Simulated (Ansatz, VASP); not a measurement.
## H: VASP beside Ansatz

```
H
1.0
     2.60690    0.00000    0.00000
     0.00000    2.60690    0.00000
     0.00000    0.00000    1.01291
H
1
Direct
  0.00000 0.00000 0.50000
```

Alike in both runs: task single point; functional PBEsol; k mesh 12 × 12 × 30; occupations gaussian, width 0.05 eV; no spin polarisation.

|  | VASP | Ansatz |
| --- | --- | --- |
| version | VASP 6.6.1 | Ansatz 0.2.0 |
| potentials or method | VASP PAW PBE potentials, release 64 (H), cutoff 520 eV | scalar-relativistic, plane waves, PAW |
| valence electrons in the cell | 1 | 1 |

```csv
,VASP,Ansatz,Ansatz less VASP
gap on the k mesh at the Fermi level (eV),none,none,-
pressure (GPa),-1.8,-1.5,+0.25
"traceless stress, the component that is largest in VASP (GPa)",-4.94,-4.94,0.000
```

VASP's potentials were made for PBE, not for PBEsol. A gap of «none» marks a metal or a gap that the smearing closes. The functional is the same, so the differences come from potentials, cutoffs and numerics.
